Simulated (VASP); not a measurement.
# MgO (P-6m2) in VASP: further runs

The runs below take MgO through single point, with LDA.

Program: VASP 6.6.1. These are calculated values, not measurements. Logs are shortened: lines on timing, memory, paths and dates and some standing lists are left out, and cuts for length are marked.

### Step 1. The cell of the first run

The structure is hexagonal, space group P-6m2 (No. 187). The conventional cell has a = 2.894 Å, b = 2.894 Å, c = 2.639 Å, α = 90.00°, β = 90.00°, γ = 120.00°. Within 2.8 Å of Mg (site symmetry -6m2) lie 6 O at 2.13 Å and 2 Mg at 2.64 Å. O (site symmetry -6m2) has 6 Mg at 2.13 Å and 2 O at 2.64 Å within 2.8 Å.

### Step 2. Single point, LDA (strain -0.015 along x and y, -0.015 along z)

File INCAR:

```
SYSTEM = MgO
  PREC = Accurate
  ENCUT = 520
  EDIFF = 1E-6
  ISMEAR = 0
  SIGMA = 0.05
  LREAL = .FALSE.
  LASPH = .TRUE.
  NELM = 100
  ALGO = Normal
  ISIF = 2
  LWAVE = .FALSE.
  LCHARG = .FALSE.
  GGA = CA
  NBANDS = 11
```

File KPOINTS:

```
Automatic mesh
0
G
  9 9 8
  0 0 0
```

File POSCAR:

```
MgO
1.0
    2.8939505899      0.0000000000      0.0000000000
   -1.4469752949      2.5062347281      0.0000000000
    0.0000000000      0.0000000000      2.6394848000
Mg O
1 1
Direct
    0.0000000000      0.0000000000      0.0000000000
    0.3333333333      0.6666666667      0.5000000000
```

Potentials or basis: VASP PAW LDA potentials, release 64 (Mg, O).

Started as:

```
cat potpaw_LDA.64/Mg/POTCAR potpaw_LDA.64/O/POTCAR > POTCAR
mpirun -np 1 vasp_std > vasp.out
```

OUTCAR:

```text
SYSTEM = MgO
   PREC = Accurate
   ENCUT = 520
   EDIFF = 1E-6
   ISMEAR = 0
   LREAL = .FALSE.
   LASPH = .TRUE.
   NELM = 100
   ISIF = 2
   GGA = CA

 ion  position               nearest neighbor table
   1  0.000  0.000  0.000-   2 2.13   2 2.13   2 2.13   2 2.13   2 2.13   2 2.13
   2  0.333  0.667  0.500-   1 2.13   1 2.13   1 2.13   1 2.13   1 2.13   1 2.13

  LATTYP: Found a hexagonal cell.
 ALAT       =     2.8939505899
 C/A-ratio  =     0.9120697531

  Lattice vectors:

 A1 = (   2.8939505899,   0.0000000000,   0.0000000000)
 A2 = (  -1.4469752949,   2.5062347281,   0.0000000000)
 A3 = (   0.0000000000,   0.0000000000,   2.6394848000)

Analysis of symmetry for initial positions (statically):
=====================================================================
 Subroutine PRICEL returns:
 Original cell was already a primitive cell.

 Routine SETGRP: Setting up the symmetry group for a
 hexagonal supercell.

 Subroutine GETGRP returns: Found 12 space group operations
 (whereof 12 operations were pure point group operations)
 out of a pool of 24 trial point group operations.

The static configuration has the point symmetry D_3h.

Analysis of symmetry for dynamics (positions and initial velocities):
=====================================================================
 Subroutine PRICEL returns:
 Original cell was already a primitive cell.

 Routine SETGRP: Setting up the symmetry group for a
 hexagonal supercell.

 Subroutine GETGRP returns: Found 12 space group operations
 (whereof 12 operations were pure point group operations)
 out of a pool of 24 trial point group operations.

The dynamic configuration has the point symmetry D_3h.

 Subroutine INISYM returns: Found 12 space group operations
 (whereof 12 operations are pure point group operations),
 and found     1 'primitive' translations

----------------------------------------------------------------------------------------

                                     Primitive cell

  volume of cell :      19.1440

  direct lattice vectors                    reciprocal lattice vectors
     2.893950590  0.000000000  0.000000000     0.345548401  0.199502463  0.000000000
    -1.446975295  2.506234728  0.000000000     0.000000000  0.399004925  0.000000000
     0.000000000  0.000000000  2.639484800     0.000000000  0.000000000  0.378861814

  length of vectors
     2.893950590  2.893950590  2.639484800     0.399004925  0.399004925  0.378861814

  position of ions in fractional coordinates (direct lattice)
[... 82 lines left out ...]
   NSW    =      0    number of steps for IOM
   IBRION =     -1    ionic relax: 0-MD 1-quasi-New 2-CG
   NFREE  =      0    steps in history (QN), initial steepest desc. (CG)
   ISIF   =      2    stress and relaxation
   ISYM   =      2    0-nonsym 1-usesym 2-fastsym
   POTIM  = 0.5000    time-step for ionic-motion
   TEBEG  =    0.0;   TEEND  =   0.0 temperature during run
   PSTRESS=    0.0 pullay stress
   NELECT =       8.0000    total number of electrons
   NUPDOWN=      -1.0000    fix difference up-down
   EMIN   =  10.00;   EMAX   =-10.00  energy-range for DOS
   EFERMI =   0.00;   METHOD = LEGACY
   ISMEAR =     0;   SIGMA  =   0.05  broadening in eV -4-tet -1-fermi 0-gaus
   EFERMI_NEDOS =   21; number of points for ismear=-14 and -15
   IALGO  =     38    algorithm
   IMIX   =      4    mixing-type and parameters
     AMIX     =   0.40;   BMIX     =  1.00
     AMIX_MAG =   1.60;   BMIX_MAG =  1.00
  volume/ion in A,a.u.               =       9.57        64.59
  Fermi-wavevector in a.u.,A,eV,Ry     =   1.223942  2.312915 20.381988  1.498034
  Thomas-Fermi vector in A             =   2.359035
   LORBIT       =      0    0 simple, 1 ext, 2 COOP (PROOUT), +10 PAW based schemes
   GGA     = CA    functional components
   LHFCALC =     F    Hartree Fock is set to
   AEXX    =    0.0000 exact exchange contribution
   IVDW    =     0    specifies the selected vdW correction
   LEPSILON=     F    determine dielectric tensor
   LRPA    =     F    only Hartree local field effects (RPA)
 non-spin polarized calculation
 Gauss-broadening in eV      SIGMA  =   0.05
  energy-cutoff  :      520.00
  volume of cell :       19.14
 maximum number of plane-waves:       538
 NGX is ok and might be reduce to    24
   NGX = 11   NGY = 11   NGZ =  9

 number of electron       7.9999994 magnetization

 Free energy of the ion-electron system (eV)
  ---------------------------------------------------
  ext. energy  EPLUGINS =         0.00000000
  ---------------------------------------------------
  free energy    TOTEN  =       -12.71987270 eV

  energy without entropy =      -12.71987270  energy(sigma->0) =      -12.71987270

 E-fermi :   3.6521     XC(G=0): -11.4452

 val. band max:        3.3421044885   @ k =   0.3333   0.3333   0.0000
 cond. band min:       6.6326410397   @ k =   0.0000   0.0000   0.0000
 fundamental gap:      3.2905365512
 Fermi energy:         3.6521416430

 k-point     1 :       0.0000    0.0000    0.0000
  band No.  band energies     occupation
      1     -14.0685      2.00000
      2       2.7019      2.00000
      3       2.7019      2.00000
      4       2.9241      2.00000
      5       6.6326      0.00000
      6      15.1104      0.00000
      7      19.0119      0.00000
      8      19.0119      0.00000
      9      23.4824      0.00000
     10      24.6239      0.00000
     11      26.1872      0.00000
[... 309 lines left out ...]
 k-point    24 :       0.3333    0.3333    0.1250
  band No.  band energies     occupation
      1     -12.6181      2.00000
      2      -0.4229      2.00000
      3      -0.3923      2.00000
      4       2.6798      2.00000
      5      11.6598      0.00000
      6      14.9761      0.00000
      7      16.0189      0.00000
      8      20.6951      0.00000
      9      21.1480      0.00000
     10      24.9749      0.00000
     11      27.7472      0.00000

 [... further k-points ...]
[... 5 lines left out ...]
  --------------------------------------------------------------------------------------
  -------------------------------------------------------------------------------------
  Total       -0.5989600     -0.5989600     -0.6096535     -0.0000000     -0.0000000     -0.0000000
  in kB      -50.1275379    -50.1275379    -51.0224891     -0.0000000     -0.0000000     -0.0000000
  external PRESSURE =     -50.4258550 kB  Pullay stress =       0.0000000 kB

 VOLUME and BASIS-vectors are now :
 -----------------------------------------------------------------------------
  energy-cutoff  :      520.00
  volume of cell :       19.14
      direct lattice vectors                 reciprocal lattice vectors
     2.893950590  0.000000000  0.000000000     0.345548401  0.199502463  0.000000000
    -1.446975295  2.506234728  0.000000000     0.000000000  0.399004925  0.000000000
     0.000000000  0.000000000  2.639484800     0.000000000  0.000000000  0.378861814

 POSITION                                       TOTAL-FORCE (eV/Angst)
 -----------------------------------------------------------------------------------
      0.00000      0.00000      0.00000        -0.000000     -0.000000      0.000000
     -0.00000      1.67082      1.31974         0.000000      0.000000      0.000000
 -----------------------------------------------------------------------------------
    total drift:                                0.000000     -0.000000     -0.000000

  FREE ENERGIE OF THE ION-ELECTRON SYSTEM (eV)
  ---------------------------------------------------
  free  energy   TOTEN  =       -12.7198727005 eV

  energy  without entropy=      -12.7198727005  energy(sigma->0) =      -12.71987270
```

It took 3.9 s on 1 thread of Intel Xeon 6975P-C (Granite Rapids), shared host; peak memory 0.13 GiB.

Results:

| Property | Result |
| --- | --- |
| Free energy | -12.7199 eV |
| Pressure | -5.0 GPa |
| Band gap on the k mesh | 3.29 eV, indirect (least direct gap 3.71 eV) |

Caveat: the cell differs from its parent crystal (strain -0.015 along x and y, -0.015 along z). A k mesh can miss the band edges.

### Step 3. Single point, LDA (strain -0.015 along x and y, +0.015 along z)

File INCAR:

```
PREC     = Accurate       # precision mode
ENCUT    = 520            # plane-wave cutoff, eV
EDIFF    = 1E-6           # SCF threshold, eV
ISMEAR   = 0              # smearing method
SIGMA    = 0.05           # smearing width, eV
LREAL    = False          # projectors in reciprocal space
LASPH    = True           # aspherical terms in the spheres
NELM     = 60             # most SCF steps
ALGO     = Normal         # electronic algorithm
ISIF     = 2              # what is computed and relaxed
LWAVE    = False          # write WAVECAR
LCHARG   = False          # write CHGCAR
NBANDS   = 11             # bands
```

File KPOINTS:

```
regular mesh
0
Gamma
  9 9 8
```

Changes to POSCAR since step 2:

```diff
@@ -4,3 +4,3 @@
    -1.4469752949      2.5062347281      0.0000000000
-    0.0000000000      0.0000000000      2.6394848000
+    0.0000000000      0.0000000000      2.7198752000
 Mg O
```

Potentials or basis: VASP PAW LDA potentials, release 64 (Mg, O).

Started as:

```
cat potpaw_LDA.64/Mg/POTCAR potpaw_LDA.64/O/POTCAR > POTCAR
mpirun -np 1 vasp_std > vasp.out
```

Wall time 22 s (1 thread of AMD EPYC 7R13, shared host); peak memory 0.1 GiB.

The run converged. Its results:

```
Free energy            : -12.6722 eV
Pressure               : -9.7 GPa
Band gap on the k mesh : 2.97 eV, indirect (least direct gap 3.43 eV)
```

Stress tensor (GPa, compression positive):
```
 -3.97   0.00   0.00
  0.00  -3.97   0.00
  0.00   0.00 -21.04
```

Levels at points of the mesh, in eV from the valence-band top:
| k point | band 1 | band 2 | band 3 | band 4 | band 5 | band 6 | band 7 | band 8 | band 9 |
| --- | --- | --- | --- | --- | --- | --- | --- | --- | --- |
| (0.00, 0.00, 0.00) | -17.24 | -0.69 | -0.46 | -0.46 | 2.97 | 11.53 | 15.83 | 15.83 | 20.04 |
| (0.00, 0.00, 0.50) | -16.17 | -5.60 | 0.00 | 0.00 | 8.45 | 8.77 | 17.49 | 17.49 | 18.71 |

Caveat: the cell differs from its parent crystal (strain -0.015 along x and y, +0.015 along z).

[end of part 1 of 2]
